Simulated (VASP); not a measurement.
The system is Li4SiN.

```xyz
6
Lattice="5.7412 0.0000 0.0000 0.0000 5.7412 0.0000 0.0000 0.0000 2.4462" Properties=species:S:1:pos:R:3 pbc="T T T"
Li    4.0411    4.0411    1.2231
Li    1.7001    1.7001    1.2231
Li    1.7001    4.0411    1.2231
Li    4.0411    1.7001    1.2231
Si    0.0000    0.0000    0.0000
N     2.8706    2.8706    0.0000
```

* Program: VASP 6.6.1
* Task: relaxation of cell and atoms
* Functional: PBE
* Potentials or basis: VASP PAW PBE potentials, release 64 (Li_sv, Si, N)
* Cutoff: 600 eV
* k mesh: 8 × 8 × 16
* Occupations: gaussian, width 0.1 eV
* Spin: no spin polarisation

At the start: pressure 1.0 GPa; volume 13.44 Å³/atom.

Question: How do energy, volume and symmetry change on relaxing?

Answer: Over 6 steps the energy falls by 8.7 meV/atom and the volume is 13.61 Å³/atom (+1.3 %); space group P4/mmm (No. 123, to 0.05 Å).

Step by step:
| step | energy change (eV) | largest force (eV/Å) | pressure (GPa) | volume (Å³) |
| --- | --- | --- | --- | --- |
| 1 | 0.0000 | 0.1310 | 1.02 | 80.63 |
| 2 | -0.0487 | 0.0763 | 0.11 | 81.61 |
| 3 | -0.0519 | 0.0474 | -0.18 | 81.91 |
| 4 | -0.0519 | 0.0455 | -0.18 | 81.94 |
| 5 | -0.0523 | 0.0215 | -0.04 | 81.76 |
| 6 | -0.0524 | 0.0050 | 0.04 | 81.65 |

Final structure:
```xyz
6
Lattice="5.6929 0.0000 0.0000 0.0000 5.6929 0.0000 0.0000 0.0000 2.5194" Properties=species:S:1:pos:R:3 pbc="T T T"
Li    3.9983    3.9983    1.2597
Li    1.6946    1.6946    1.2597
Li    1.6946    3.9983    1.2597
Li    3.9983    1.6946    1.2597
Si    0.0000    5.6929    2.5194
N     2.8464    2.8464    2.5194
```

Caveat: the cutoff is under 1.25 times the usual one of these potentials, so pressure, stress and relaxed cells hold a basis-set (Pulay) error.
